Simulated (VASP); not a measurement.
# KTaO3 (Pm-3m) in VASP: notebook, part 2 of 2

VASP 6.6.1.

## Step 3: Single point, r2SCAN (strain -2.0%)

POSCAR reads:

```
KTaO3
1.0
    3.9103284809      0.0000000000      0.0000000000
    0.0000000000      3.9103284809      0.0000000000
    0.0000000000      0.0000000000      3.9103284809
K Ta O
1 1 3
Direct
    0.0000000000      0.0000000000      0.0000000000
    0.5000000000      0.5000000000      0.5000000000
    0.5000000000      0.5000000000      0.0000000000
    0.5000000000      0.0000000000      0.5000000000
    0.0000000000      0.5000000000      0.5000000000
```

INCAR.step1 reads:

```
ALGO = Normal
EDIFF = 1E-4
ENCUT = 520
GGA = PE
ISMEAR = 0
LASPH = T
LCHARG = F
LREAL = F
LWAVE = T
NBANDS = 27
NELM = 80
PREC = Accurate
SIGMA = 0.01
```

INCAR.step2 reads:

```
ALGO = Normal
EDIFF = 1E-7
ENCUT = 520
ISIF = 2
ISMEAR = 0
ISTART = 1
LASPH = T
LCHARG = F
LMIXTAU = T
LREAL = F
LWAVE = F
METAGGA = R2SCAN
NBANDS = 27
NELM = 80
PREC = Accurate
SIGMA = 0.01
```

KPOINTS reads:

```
k-points
0
Gamma
  6 6 6
```

Potentials or basis: VASP PAW PBE potentials, release 64 (K_sv, Ta_pv, O).

The run is started by

```
> cat potpaw_PBE.64/K_sv/POTCAR potpaw_PBE.64/Ta_pv/POTCAR potpaw_PBE.64/O/POTCAR > POTCAR
> cp INCAR.step1 INCAR
> mpirun -np 1 vasp_std > vasp.out
> cp INCAR.step2 INCAR
> mpirun -np 1 vasp_std > vasp.out
```

OUTCAR:

```text
EDIFF = 1E-7
   ENCUT = 520
   ISIF = 2
   ISMEAR = 0
   ISTART = 1
   LASPH = T
   LREAL = F
   METAGGA = R2SCAN
   NELM = 80
   PREC = Accurate

 ion  position               nearest neighbor table
   1  0.000  0.000  0.000-   3 2.77   4 2.77   5 2.77   4 2.77   5 2.77   3 2.77   5 2.77   5 2.77
                             3 2.77   4 2.77   4 2.77   3 2.77   2 3.39   2 3.39   2 3.39   2 3.39
   2  0.500  0.500  0.500-   3 1.96   4 1.96   5 1.96   3 1.96   4 1.96   5 1.96   1 3.39   1 3.39
                             1 3.39   1 3.39   1 3.39   1 3.39   1 3.39   1 3.39
   3  0.500  0.500  0.000-   2 1.96   2 1.96   1 2.77   1 2.77   1 2.77   1 2.77
   4  0.500  0.000  0.500-   2 1.96   2 1.96   1 2.77   1 2.77   1 2.77   1 2.77
   5  0.000  0.500  0.500-   2 1.96   2 1.96   1 2.77   1 2.77   1 2.77   1 2.77

  LATTYP: Found a simple cubic cell.
 ALAT       =     3.9103284809

  Lattice vectors:

 A1 = (   3.9103284809,   0.0000000000,   0.0000000000)
 A2 = (   0.0000000000,   3.9103284809,   0.0000000000)
 A3 = (   0.0000000000,   0.0000000000,   3.9103284809)

Analysis of symmetry for initial positions (statically):
=====================================================================
 Subroutine PRICEL returns:
 Original cell was already a primitive cell.

 Routine SETGRP: Setting up the symmetry group for a
 simple cubic supercell.

 Subroutine GETGRP returns: Found 48 space group operations
 (whereof 48 operations were pure point group operations)
 out of a pool of 48 trial point group operations.

The static configuration has the point symmetry O_h .

Analysis of symmetry for dynamics (positions and initial velocities):
=====================================================================
 Subroutine PRICEL returns:
 Original cell was already a primitive cell.

 Routine SETGRP: Setting up the symmetry group for a
 simple cubic supercell.

 Subroutine GETGRP returns: Found 48 space group operations
 (whereof 48 operations were pure point group operations)
 out of a pool of 48 trial point group operations.

The dynamic configuration has the point symmetry O_h .

 Subroutine INISYM returns: Found 48 space group operations
 (whereof 48 operations are pure point group operations),
 and found     1 'primitive' translations

----------------------------------------------------------------------------------------

                                     Primitive cell

  volume of cell :      59.7915

  direct lattice vectors                    reciprocal lattice vectors
     3.910328481  0.000000000  0.000000000     0.255732991  0.000000000  0.000000000
     0.000000000  3.910328481  0.000000000     0.000000000  0.255732991  0.000000000
     0.000000000  0.000000000  3.910328481     0.000000000  0.000000000  0.255732991

  length of vectors
     3.910328481  3.910328481  3.910328481     0.255732991  0.255732991  0.255732991

  position of ions in fractional coordinates (direct lattice)
     0.000000000  0.000000000  0.000000000
     0.500000000  0.500000000  0.500000000
     0.500000000  0.500000000  0.000000000
     0.500000000  0.000000000  0.500000000
     0.000000000  0.500000000  0.500000000

  ion indices of the primitive-cell ions
   primitive index   ion index
[... 29 lines left out ...]

 Found     20 irreducible k-points:

 Following reciprocal coordinates:
            Coordinates               Weight
  0.000000  0.000000  0.000000      1.000000
  0.166667  0.000000  0.000000      6.000000
  0.333333  0.000000  0.000000      6.000000
  0.500000  0.000000  0.000000      3.000000
  0.166667  0.166667  0.000000     12.000000
  0.333333  0.166667  0.000000     24.000000
[... 12 lines left out ...]
  0.500000  0.500000  0.333333      6.000000
  0.500000  0.500000  0.500000      1.000000
   k-points           NKPTS =     20   k-points in BZ     NKDIM =     20   number of bands    NBANDS=     27
   number of dos      NEDOS =    301   number of ions     NIONS =      5
   total plane-waves  NPLWV =  27000
   dimension x,y,z NGX =    30 NGY =   30 NGZ =   30
   dimension x,y,z NGXF=    60 NGYF=   60 NGZF=   60
   ions per type =               1   1   3
   NGX,Y,Z   is equivalent  to a cutoff of  12.75, 12.75, 12.75 a.u.
   NGXF,Y,Z  is equivalent  to a cutoff of  25.51, 25.51, 25.51 a.u.
 SYSTEM =  unknown system
   PREC   = accura    normal or accurate (medium, high low for compatibility)
   ISTART =      1    job   : 0-new  1-cont  2-samecut
   ICHARG =      0    charge: 1-file 2-atom 10-const
   ISPIN  =      1    spin polarized calculation?
   LNONCOLLINEAR =      F non collinear calculations
   LSORBIT =      F    spin-orbit coupling
   LASPH  =      T    aspherical Exc in radial PAW
   ENCUT  =  520.0 eV  38.22 Ry    6.18 a.u.   7.27  7.27  7.27*2*pi/ulx,y,z
   NELM   =     80;   NELMIN=  2; NELMDL=  0     # of ELM steps
   EDIFF  = 0.1E-06   stopping-criterion for ELM
   LREAL  =      F    real-space projection
   EDIFFG = 0.1E-05   stopping-criterion for IOM
   NSW    =      0    number of steps for IOM
   IBRION =     -1    ionic relax: 0-MD 1-quasi-New 2-CG
   NFREE  =      0    steps in history (QN), initial steepest desc. (CG)
   ISIF   =      2    stress and relaxation
   ISYM   =      2    0-nonsym 1-usesym 2-fastsym
   POTIM  = 0.5000    time-step for ionic-motion
   TEBEG  =    0.0;   TEEND  =   0.0 temperature during run
   PSTRESS=    0.0 pullay stress
   NELECT =      38.0000    total number of electrons
   NUPDOWN=      -1.0000    fix difference up-down
   EMIN   =  10.00;   EMAX   =-10.00  energy-range for DOS
   EFERMI =   0.00;   METHOD = LEGACY
   ISMEAR =     0;   SIGMA  =   0.01  broadening in eV -4-tet -1-fermi 0-gaus
   EFERMI_NEDOS =   21; number of points for ismear=-14 and -15
   IALGO  =     38    algorithm
   IMIX   =      4    mixing-type and parameters
     AMIX     =   0.40;   BMIX     =  1.00
     AMIX_MAG =   1.60;   BMIX_MAG =  1.00
  volume/ion in A,a.u.               =      11.96        80.70
  Fermi-wavevector in a.u.,A,eV,Ry     =   1.407525  2.659837 26.954865  1.981127
  Thomas-Fermi vector in A             =   2.529775
   LORBIT       =      0    0 simple, 1 ext, 2 COOP (PROOUT), +10 PAW based schemes
   METAGGA = R2SCAN    functional components
   LHFCALC =     F    Hartree Fock is set to
   AEXX    =    0.0000 exact exchange contribution
   IVDW    =     0    specifies the selected vdW correction
   LEPSILON=     F    determine dielectric tensor
   LRPA    =     F    only Hartree local field effects (RPA)
 non-spin polarized calculation
 Gauss-broadening in eV      SIGMA  =   0.01
  energy-cutoff  :      520.00
  volume of cell :       59.79
 maximum number of plane-waves:      1640
 NGX is ok and might be reduce to    30
   NGX = 15   NGY = 15   NGZ = 15

 number of electron      38.0000007 magnetization

 Free energy of the ion-electron system (eV)
  ---------------------------------------------------
  ext. energy  EPLUGINS =         0.00000000
  ---------------------------------------------------
  free energy    TOTEN  =       -86.97205025 eV

  energy without entropy =      -86.97205025  energy(sigma->0) =      -86.97205025

 E-fermi :   1.8956     XC(G=0): -11.8957

 val. band max:        1.8356911679   @ k =   0.5000   0.5000   0.5000
 cond. band min:       4.5801322726   @ k =   0.0000   0.0000   0.0000
 fundamental gap:      2.7444411048
 Fermi energy:         1.8955652842

 k-point     1 :       0.0000    0.0000    0.0000
  band No.  band energies     occupation
      1     -33.1566      2.00000
      2     -33.1566      2.00000
      3     -33.1566      2.00000
      4     -26.5749      2.00000
      5     -16.9341      2.00000
      6     -16.2590      2.00000
[... 589 lines left out ...]
     26      13.5485      0.00000
     27      14.0910      0.00000

------------------------ aborting loop because EDIFF is reached ----------------------------------------

  FORCE on cell =-STRESS in cart. coord.  units (eV):
  Direction    XX          YY          ZZ          XY          YZ          ZX
  --------------------------------------------------------------------------------------
  -------------------------------------------------------------------------------------
  Total        5.8782426      5.8782426      5.8782426     -0.0000000     -0.0000000      0.0000000
  in kB      157.5137117    157.5137117    157.5137117     -0.0000000     -0.0000000      0.0000000
  external PRESSURE =     157.5137117 kB  Pullay stress =       0.0000000 kB

 VOLUME and BASIS-vectors are now :
 -----------------------------------------------------------------------------
  energy-cutoff  :      520.00
  volume of cell :       59.79
      direct lattice vectors                 reciprocal lattice vectors
     3.910328481  0.000000000  0.000000000     0.255732991  0.000000000  0.000000000
     0.000000000  3.910328481  0.000000000     0.000000000  0.255732991  0.000000000
     0.000000000  0.000000000  3.910328481     0.000000000  0.000000000  0.255732991

 POSITION                                       TOTAL-FORCE (eV/Angst)
 -----------------------------------------------------------------------------------
      0.00000      0.00000      0.00000         0.000000      0.000000      0.000000
      1.95516      1.95516      1.95516         0.000000      0.000000      0.000000
      1.95516      1.95516      0.00000         0.000000      0.000000      0.000000
      1.95516      0.00000      1.95516         0.000000      0.000000      0.000000
      0.00000      1.95516      1.95516         0.000000      0.000000      0.000000
 -----------------------------------------------------------------------------------
    total drift:                                0.000000      0.000000     -0.000000

  FREE ENERGIE OF THE ION-ELECTRON SYSTEM (eV)
  ---------------------------------------------------
  free  energy   TOTEN  =       -86.9720502464 eV

  energy  without entropy=      -86.9720502464  energy(sigma->0) =      -86.97205025
```

It took 70 s on 1 thread of AMD EPYC 9R45 (Zen 5), shared host; peak memory 0.16 GiB.

Results:

```yaml
Free_energy: -86.9721 eV
Pressure: 15.8 GPa
Band_gap_on_the_k_mesh: 2.74 eV, indirect (least direct gap 3.37 eV)
```

Caveat: the cell differs from its parent crystal (strain -2.0%); the PAW data sets were made with another functional, which shifts forces and pressure a little; spin-orbit coupling is left out, which moves the levels of the heavy elements. A k mesh can miss the band edges.

## Step 4: Single point, r2SCAN (strain -1.0%)

Changes to POSCAR since step 3:

```diff
@@ -2,5 +2,5 @@
 1.0
-    3.9103284809      0.0000000000      0.0000000000
-    0.0000000000      3.9103284809      0.0000000000
-    0.0000000000      0.0000000000      3.9103284809
+    3.9502297920      0.0000000000      0.0000000000
+    0.0000000000      3.9502297920      0.0000000000
+    0.0000000000      0.0000000000      3.9502297920
 K Ta O
```

INCAR.step1 reads:

```
PREC = Accurate ; ENCUT = 520
ISMEAR = 0 ; SIGMA = 0.01
LREAL = F ; LASPH = T
NELM = 80 ; NBANDS = 27
GGA = PE ; ALGO = Normal
EDIFF = 1E-4 ; LWAVE = T
LCHARG = F
```

INCAR.step2 reads:

```
PREC = Accurate ; ENCUT = 520
EDIFF = 1E-6 ; ISMEAR = 0
SIGMA = 0.01 ; LREAL = F
LASPH = T ; NELM = 80
ALGO = Normal ; ISIF = 2
LWAVE = F ; LCHARG = T
METAGGA = R2SCAN ; LMIXTAU = T
LELF = T ; LVHAR = T
NBANDS = 27 ; ISTART = 1
```

KPOINTS reads:

```
regular mesh
0
Gamma
  6 6 6
```

The run is started by

```
> cat potpaw_PBE.64/K_sv/POTCAR potpaw_PBE.64/Ta_pv/POTCAR potpaw_PBE.64/O/POTCAR > POTCAR
> cp INCAR.step1 INCAR
> mpirun -np 1 vasp_std > vasp.out
> cp INCAR.step2 INCAR
> mpirun -np 1 vasp_std > vasp.out
```

Run time: 64 s. Hardware: 1 thread of AMD EPYC 9R45 (Zen 5), shared host; peak memory 0.16 GiB.

It converged, with:

- Free energy: -87.1095 eV
- Pressure: 7.8 GPa
- Band gap on the k mesh: 2.67 eV, indirect (least direct gap 3.31 eV)

Levels at points of the mesh, in eV from the valence-band top:
```tsv
k point	band 16	band 17	band 18	band 19	band 20	band 21	band 22	band 23
(0.00, 0.00, 0.00)	-1.14	-0.64	-0.64	-0.64	2.67	2.67	2.67	7.42
(0.50, 0.00, 0.00)	-2.21	-1.62	-0.88	-0.88	2.84	5.64	5.64	7.45
(0.50, 0.50, 0.00)	-1.68	-1.50	-1.50	-0.04	5.68	5.68	7.04	8.51
(0.50, 0.50, 0.50)	-4.06	0.00	0.00	0.00	7.20	7.20	7.20	9.75
```

Caveat: the cell differs from its parent crystal (strain -1.0%); the PAW data sets were made with another functional, which shifts forces and pressure a little; spin-orbit coupling is left out, which moves the levels of the heavy elements. A k mesh can miss the band edges.

## Step 5: The runs side by side

| cell | gap on the mesh (eV) | pressure (GPa) |
| --- | --- | --- |
| a = 3.870 Å, 5 atoms | 2.82 | 24.9 |
| a = 3.910 Å, 5 atoms | 2.74 | 15.8 |
| a = 3.950 Å, 5 atoms | 2.67 | 7.8 |

Alike in all rows: task single point; level r2SCAN; potentials or basis VASP PAW PBE potentials, release 64 (K_sv, Ta_pv, O); no spin polarisation; k mesh 6 × 6 × 6; cutoff (eV) 520; smearing gaussian 0.01 eV.

Caveats: the PAW data sets were made with another functional, which shifts forces and pressure a little; spin-orbit coupling is left out, which moves the levels of the heavy elements.

Absolute energies hang on the potentials; compare differences alone.
